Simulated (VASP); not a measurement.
# Mg (Pm-3m) in VASP: further runs

Mg is run at these levels: r2SCAN; tasks: single point.

Program: VASP 6.6.1. These are calculated values, not measurements. Logs are shortened: lines on timing, memory, paths and dates and some standing lists are left out, and cuts for length are marked.

## Step 1: The cell of the first run

It takes space group Pm-3m (No. 221, cubic). The conventional cell has a = 2.994 Å, b = 2.994 Å, c = 2.994 Å, α = 90.00°, β = 90.00°, γ = 90.00°. Within 3.9 Å of Mg (site symmetry m-3m) lie 6 Mg at 2.99 Å.

This isn't the form of Mg at room conditions, which is hcp.

## Step 2: Single point, r2SCAN

The input, POSCAR:

```
Mg
1.0
    2.9936848011      0.0000000000      0.0000000000
    0.0000000000      2.9936848011      0.0000000000
    0.0000000000      0.0000000000      2.9936848011
Mg
1
Direct
    0.0000000000      0.0000000000      0.0000000000
```

The input, INCAR.step1:

```
SYSTEM = Mg
PREC = Accurate
ENCUT = 520
ISMEAR = -1
SIGMA = 0.1
LREAL = .False.
LASPH = .True.
NELM = 100
NBANDS = 7
GGA = PE
ALGO = Normal
EDIFF = 1E-4
LWAVE = .True.
LCHARG = .False.
```

The input, INCAR.step2:

```
SYSTEM = Mg
PREC = Accurate
ENCUT = 520
EDIFF = 1E-7
ISMEAR = -1
SIGMA = 0.1
LREAL = .False.
LASPH = .True.
NELM = 100
ALGO = Normal
ISIF = 2
LWAVE = .False.
LCHARG = .False.
METAGGA = R2SCAN
LMIXTAU = .True.
NBANDS = 7
ISTART = 1
```

The input, KPOINTS:

```
regular mesh
0
Gamma
  11 11 11
  0 0 0
```

Potentials or basis: VASP PAW PBE potentials, release 64 (Mg).

Started as:

```console
cat potpaw_PBE.64/Mg/POTCAR > POTCAR
cp INCAR.step1 INCAR
mpirun -np 1 vasp_std > vasp.out
cp INCAR.step2 INCAR
mpirun -np 1 vasp_std > vasp.out
```

OUTCAR:

```text
SYSTEM = Mg
   PREC = Accurate
   ENCUT = 520
   EDIFF = 1E-7
   ISMEAR = -1
   LREAL = .False.
   LASPH = .True.
   NELM = 100
   ISIF = 2
   METAGGA = R2SCAN
   ISTART = 1

 ion  position               nearest neighbor table
   1  0.000  0.000  0.000-

  LATTYP: Found a simple cubic cell.
 ALAT       =     2.9936848011

  Lattice vectors:

 A1 = (   2.9936848011,   0.0000000000,   0.0000000000)
 A2 = (   0.0000000000,   2.9936848011,   0.0000000000)
 A3 = (   0.0000000000,   0.0000000000,   2.9936848011)

Analysis of symmetry for initial positions (statically):
=====================================================================
 Subroutine PRICEL returns:
 Original cell was already a primitive cell.

 Routine SETGRP: Setting up the symmetry group for a
 simple cubic supercell.

 Subroutine GETGRP returns: Found 48 space group operations
 (whereof 48 operations were pure point group operations)
 out of a pool of 48 trial point group operations.

The static configuration has the point symmetry O_h .

Analysis of symmetry for dynamics (positions and initial velocities):
=====================================================================
 Subroutine PRICEL returns:
 Original cell was already a primitive cell.

 Routine SETGRP: Setting up the symmetry group for a
 simple cubic supercell.

 Subroutine GETGRP returns: Found 48 space group operations
 (whereof 48 operations were pure point group operations)
 out of a pool of 48 trial point group operations.

The dynamic configuration has the point symmetry O_h .

 Subroutine INISYM returns: Found 48 space group operations
 (whereof 48 operations are pure point group operations),
 and found     1 'primitive' translations

----------------------------------------------------------------------------------------

                                     Primitive cell

  volume of cell :      26.8298

  direct lattice vectors                    reciprocal lattice vectors
     2.993684801  0.000000000  0.000000000     0.334036502  0.000000000  0.000000000
     0.000000000  2.993684801  0.000000000     0.000000000  0.334036502  0.000000000
     0.000000000  0.000000000  2.993684801     0.000000000  0.000000000  0.334036502

  length of vectors
     2.993684801  2.993684801  2.993684801     0.334036502  0.334036502  0.334036502

  position of ions in fractional coordinates (direct lattice)
     0.000000000  0.000000000  0.000000000

  ion indices of the primitive-cell ions
   primitive index   ion index
                 1           1

----------------------------------------------------------------------------------------

 KPOINTS: regular mesh

Automatic generation of k-mesh.
 Grid dimensions read from file:
 generate k-points for:   11   11   11

 Generating k-lattice:

  Cartesian coordinates                     Fractional coordinates (reciprocal lattice)
     0.030366955  0.000000000  0.000000000     0.090909091  0.000000000  0.000000000
     0.000000000  0.030366955  0.000000000     0.000000000  0.090909091  0.000000000
     0.000000000  0.000000000  0.030366955     0.000000000  0.000000000  0.090909091

  Length of vectors
     0.030366955  0.030366955  0.030366955

  Shift w.r.t. Gamma in fractional coordinates (k-lattice)
     0.000000000  0.000000000  0.000000000

 Subroutine IBZKPT returns following result:
 ===========================================

 Found     56 irreducible k-points:

 Following reciprocal coordinates:
            Coordinates               Weight
  0.000000  0.000000  0.000000      1.000000
  0.090909  0.000000  0.000000      6.000000
  0.181818  0.000000  0.000000      6.000000
  0.272727  0.000000  0.000000      6.000000
  0.363636  0.000000  0.000000      6.000000
  0.454545  0.000000  0.000000      6.000000
[... 16 lines left out ...]
  0.181818  0.090909  0.090909     24.000000
  0.272727  0.090909  0.090909     24.000000
 [... further k-points ...]
   k-points           NKPTS =     56   k-points in BZ     NKDIM =     56   number of bands    NBANDS=      7
   number of dos      NEDOS =    301   number of ions     NIONS =      1
   total plane-waves  NPLWV =  13824
   dimension x,y,z NGX =    24 NGY =   24 NGZ =   24
   dimension x,y,z NGXF=    48 NGYF=   48 NGZF=   48
   ions per type =               1
   NGX,Y,Z   is equivalent  to a cutoff of  13.33, 13.33, 13.33 a.u.
   NGXF,Y,Z  is equivalent  to a cutoff of  26.66, 26.66, 26.66 a.u.
 SYSTEM =  Mg
   PREC   = accura    normal or accurate (medium, high low for compatibility)
   ISTART =      1    job   : 0-new  1-cont  2-samecut
   ICHARG =      0    charge: 1-file 2-atom 10-const
   ISPIN  =      1    spin polarized calculation?
   LNONCOLLINEAR =      F non collinear calculations
   LSORBIT =      F    spin-orbit coupling
   LASPH  =      T    aspherical Exc in radial PAW
   ENCUT  =  520.0 eV  38.22 Ry    6.18 a.u.   5.57  5.57  5.57*2*pi/ulx,y,z
   NELM   =    100;   NELMIN=  2; NELMDL=  0     # of ELM steps
   EDIFF  = 0.1E-06   stopping-criterion for ELM
   LREAL  =      F    real-space projection
   EDIFFG = 0.1E-05   stopping-criterion for IOM
   NSW    =      0    number of steps for IOM
   IBRION =     -1    ionic relax: 0-MD 1-quasi-New 2-CG
   NFREE  =      0    steps in history (QN), initial steepest desc. (CG)
   ISIF   =      2    stress and relaxation
   ISYM   =      2    0-nonsym 1-usesym 2-fastsym
   POTIM  = 0.5000    time-step for ionic-motion
   TEBEG  =    0.0;   TEEND  =   0.0 temperature during run
   PSTRESS=    0.0 pullay stress
   NELECT =       2.0000    total number of electrons
   NUPDOWN=      -1.0000    fix difference up-down
   EMIN   =  10.00;   EMAX   =-10.00  energy-range for DOS
   EFERMI =   0.00;   METHOD = LEGACY
   ISMEAR =    -1;   SIGMA  =   0.10  broadening in eV -4-tet -1-fermi 0-gaus
   EFERMI_NEDOS =   21; number of points for ismear=-14 and -15
   IALGO  =     38    algorithm
   IMIX   =      4    mixing-type and parameters
     AMIX     =   0.40;   BMIX     =  1.00
     AMIX_MAG =   1.60;   BMIX_MAG =  1.00
  volume/ion in A,a.u.               =      26.83       181.06
  Fermi-wavevector in a.u.,A,eV,Ry     =   0.688989  1.302000  6.458759  0.474705
  Thomas-Fermi vector in A             =   1.769946
   LORBIT       =      0    0 simple, 1 ext, 2 COOP (PROOUT), +10 PAW based schemes
   METAGGA = R2SCAN    functional components
   LHFCALC =     F    Hartree Fock is set to
   AEXX    =    0.0000 exact exchange contribution
   IVDW    =     0    specifies the selected vdW correction
   LEPSILON=     F    determine dielectric tensor
   LRPA    =     F    only Hartree local field effects (RPA)
 non-spin polarized calculation
  energy-cutoff  :      520.00
  volume of cell :       26.83
 maximum number of plane-waves:       739
 NGX is ok and might be reduce to    24
   NGX = 11   NGY = 11   NGZ = 11

 number of electron       2.0000000 magnetization

 Free energy of the ion-electron system (eV)
  ---------------------------------------------------
  ext. energy  EPLUGINS =         0.00000000
  ---------------------------------------------------
  free energy    TOTEN  =        -3.70071251 eV

  energy without entropy =       -3.68889156  energy(sigma->0) =       -3.69480203

 E-fermi :   1.7880     XC(G=0):  -8.5521

 val. band max:        1.7377366915   @ k =   0.4545   0.2727   0.0909
 cond. band min:       2.0207375999   @ k =   0.3636   0.3636   0.3636
 fundamental gap:      0.2830009084
 Fermi energy:         1.7879742826

 k-point     1 :       0.0000    0.0000    0.0000
  band No.  band energies     occupation
      1      -4.9172      2.00000
      2      10.6064      0.00000
      3      10.6064      0.00000
      4      12.2739      0.00000
      5      12.2739      0.00000
      6      12.2739      0.00000
      7      17.3998      0.00000

 k-point     2 :       0.0909    0.0000    0.0000
  band No.  band energies     occupation
      1      -4.7680      2.00000
      2       8.8638      0.00000
      3      10.7381      0.00000
      4      12.3985      0.00000
      5      12.3985      0.00000
      6      13.6432      0.00000
      7      18.1132      0.00000

 k-point     3 :       0.1818    0.0000    0.0000
  band No.  band energies     occupation
      1      -4.3214      2.00000
      2       6.4981      0.00000
      3      11.1260      0.00000
      4      12.7729      0.00000
      5      12.7729      0.00000
      6      14.9557      0.00000
      7      20.1398      0.00000

 k-point     4 :       0.2727    0.0000    0.0000
  band No.  band energies     occupation
      1      -3.5813      2.00000
      2       4.2340      0.00000
      3      11.7424      0.00000
      4      13.3976      0.00000
      5      13.3976      0.00000
      6      15.9828      0.00000
      7      20.2895      0.00000

 k-point     5 :       0.3636    0.0000    0.0000
  band No.  band energies     occupation
      1      -2.5534      2.00000
      2       2.1669      0.04422
      3      12.5042      0.00000
      4      14.2741      0.00000
      5      14.2741      0.00000
      6      16.9744      0.00000
      7      18.4177      0.00000
[... 161 lines left out ...]
 k-point    22 :       0.0909    0.0909    0.0909
  band No.  band energies     occupation
      1      -4.4700      2.00000
      2       8.7485      0.00000
      3       8.7485      0.00000
      4      11.1732      0.00000
      5      14.9120      0.00000
      6      14.9120      0.00000
      7      19.0477      0.00000

 k-point    23 :       0.1818    0.0909    0.0909
  band No.  band energies     occupation
      1      -4.0246      2.00000
      2       6.6967      0.00000
      3       9.1437      0.00000
      4      11.1936      0.00000
      5      15.2394      0.00000
      6      16.7102      0.00000
      7      20.2078      0.00000

 k-point    24 :       0.2727    0.0909    0.0909
  band No.  band energies     occupation
      1      -3.2862      2.00000
      2       4.4913      0.00000
      3       9.7911      0.00000
      4      11.7756      0.00000
      5      15.6485      0.00000
      6      17.6399      0.00000
      7      18.1770      0.00000

 [... further k-points ...]

------------------------ aborting loop because EDIFF is reached ----------------------------------------

  FORCE on cell =-STRESS in cart. coord.  units (eV):
  Direction    XX          YY          ZZ          XY          YZ          ZX
  --------------------------------------------------------------------------------------
  -------------------------------------------------------------------------------------
  Total       -0.0242193     -0.0242193     -0.0242193      0.0000000     -0.0000000      0.0000000
  in kB       -1.4462857     -1.4462857     -1.4462857      0.0000000     -0.0000000      0.0000000
  external PRESSURE =      -1.4462857 kB  Pullay stress =       0.0000000 kB

 VOLUME and BASIS-vectors are now :
 -----------------------------------------------------------------------------
  energy-cutoff  :      520.00
  volume of cell :       26.83
      direct lattice vectors                 reciprocal lattice vectors
     2.993684801  0.000000000  0.000000000     0.334036502  0.000000000  0.000000000
     0.000000000  2.993684801  0.000000000     0.000000000  0.334036502  0.000000000
     0.000000000  0.000000000  2.993684801     0.000000000  0.000000000  0.334036502

 POSITION                                       TOTAL-FORCE (eV/Angst)
 -----------------------------------------------------------------------------------
      0.00000      0.00000      0.00000         0.000000      0.000000      0.000000
 -----------------------------------------------------------------------------------
    total drift:                               -0.000000     -0.000000      0.000000

  FREE ENERGIE OF THE ION-ELECTRON SYSTEM (eV)
  ---------------------------------------------------
  free  energy   TOTEN  =        -3.7007125059 eV

  energy  without entropy=       -3.6888915599  energy(sigma->0) =       -3.69480203
```

It took 14 s on 1 thread of Intel Xeon 6975P-C (Granite Rapids), shared host; peak memory 0.14 GiB.

Results:

* Free energy: -3.7007 eV
* Pressure: -0.1 GPa
* Band gap on the k mesh: zero (bands 1 and 2 overlap by 5.23 eV)

Levels at points of the mesh, in eV from the Fermi level:
| k point | band 1 | band 2 | band 3 | band 4 | band 5 | band 6 |
| --- | --- | --- | --- | --- | --- | --- |
| (0.00, 0.00, 0.00) | -6.71 | 8.82 | 8.82 | 10.49 | 10.49 | 10.49 |

Caveat: the PAW data sets were made with another functional, which shifts forces and pressure a little.

## Step 3: Single point, r2SCAN (23.61 Å³/atom)

This run uses another cell than the first one, of 23.61 Å³/atom.

The input, POSCAR:

```
Mg
1.0
    2.8688001604      0.0000000000      0.0000000000
    0.0000000000      2.8688001604      0.0000000000
    0.0000000000      0.0000000000      2.8688001604
Mg
1
Direct
    0.0000000000      0.0000000000      0.0000000000
```

The input, INCAR.step1:

```
SYSTEM = Mg
PREC = Accurate
ENCUT = 520
ISMEAR = -1
SIGMA = 0.1
LREAL = .FALSE.
LASPH = .TRUE.
NELM = 80
NBANDS = 7
GGA = PE
ALGO = Normal
EDIFF = 1E-4
LWAVE = .TRUE.
LCHARG = .FALSE.
```

The input, INCAR.step2:

```
SYSTEM = Mg
PREC = Accurate
ENCUT = 520
EDIFF = 1E-7
ISMEAR = -1
SIGMA = 0.1
LREAL = .FALSE.
LASPH = .TRUE.
NELM = 80
ALGO = Normal
ISIF = 2
LWAVE = .FALSE.
LCHARG = .FALSE.
METAGGA = R2SCAN
LMIXTAU = .TRUE.
NBANDS = 7
ISTART = 1
```

The input, KPOINTS:

```
regular mesh
0
G
  12 12 12
  0 0 0
```

Potentials or basis: VASP PAW PBE potentials, release 64 (Mg).

Started as:

```console
cat potpaw_PBE.64/Mg/POTCAR > POTCAR
cp INCAR.step1 INCAR
mpirun -np 1 vasp_std > vasp.out
cp INCAR.step2 INCAR
mpirun -np 1 vasp_std > vasp.out
```

Run time: 15 s. Hardware: 1 thread of Intel Xeon 6975P-C (Granite Rapids), shared host; peak memory 0.15 GiB.

It converged, with:

```yaml
Free_energy: -3.6585 eV
Pressure: 3.9 GPa
Band_gap_on_the_k_mesh: zero (bands 1 and 2 overlap by 8.03 eV)
```

Levels at points of the mesh, in eV from the Fermi level:
| k point | band 1 | band 2 | band 3 | band 4 | band 5 | band 6 |
| --- | --- | --- | --- | --- | --- | --- |
| (0.00, 0.00, 0.00) | -7.23 | 9.30 | 9.30 | 11.49 | 11.49 | 11.49 |
| (0.50, 0.00, 0.00) | -2.51 | -2.35 | 12.20 | 15.21 | 15.21 | 15.80 |
| (0.50, 0.50, 0.00) | 1.60 | 1.60 | 2.65 | 3.20 | 18.19 | 18.19 |
| (0.50, 0.50, 0.50) | 5.67 | 5.67 | 5.67 | 6.34 | 6.34 | 6.34 |

Caveat: the cell stands under pressure; the PAW data sets were made with another functional, which shifts forces and pressure a little.

## Step 4: Single point, r2SCAN (24.68 Å³/atom)

This run uses another cell than the first one, of 24.68 Å³/atom.

The input, POSCAR:

```
Mg
1.0
    2.9116243868      0.0000000000      0.0000000000
    0.0000000000      2.9116243868      0.0000000000
    0.0000000000      0.0000000000      2.9116243868
Mg
1
Direct
    0.0000000000      0.0000000000      0.0000000000
```

The input, INCAR.step1:

```
  ALGO = Normal
  EDIFF = 1E-4
  ENCUT = 520
  GGA = PE
  ISMEAR = -1
  LASPH = True
  LCHARG = False
  LREAL = False
  LWAVE = True
  NBANDS = 7
  NELM = 80
  PREC = Accurate
  SIGMA = 0.1
```

The input, INCAR.step2:

```
  ALGO = Normal
  EDIFF = 1E-6
  ENCUT = 520
  ISIF = 2
  ISMEAR = -1
  ISTART = 1
  LASPH = True
  LCHARG = False
  LMIXTAU = True
  LREAL = False
  LWAVE = False
  METAGGA = R2SCAN
  NBANDS = 7
  NELM = 80
  PREC = Accurate
  SIGMA = 0.1
```

The input, KPOINTS:

```
k-points
0
Gamma
  12 12 12
```

Started as:

```console
cat potpaw_PBE.64/Mg/POTCAR > POTCAR
cp INCAR.step1 INCAR
mpirun -np 1 vasp_std > vasp.out
cp INCAR.step2 INCAR
mpirun -np 1 vasp_std > vasp.out
```

Run time: 15 s. Hardware: 1 thread of Intel Xeon 6975P-C (Granite Rapids), shared host; peak memory 0.15 GiB.

Results (log left out):

```yaml
Free_energy: -3.6791 eV
Pressure: 2.3 GPa
Band_gap_on_the_k_mesh: zero (bands 1 and 2 overlap by 7.80 eV)
```

Levels at points of the mesh, in eV from the Fermi level:
| k point | band 1 | band 2 | band 3 | band 4 | band 5 |
| --- | --- | --- | --- | --- | --- |
| (0.00, 0.00, 0.00) | -7.03 | 9.14 | 9.14 | 11.14 | 11.14 |
| (0.50, 0.00, 0.00) | -2.40 | -2.34 | 11.95 | 14.89 | 14.89 |
| (0.50, 0.50, 0.00) | 1.56 | 1.56 | 2.71 | 3.00 | 17.78 |
| (0.50, 0.50, 0.50) | 5.46 | 5.46 | 5.46 | 6.28 | 6.28 |

Caveat: the PAW data sets were made with another functional, which shifts forces and pressure a little.

[end of part 1 of 2]
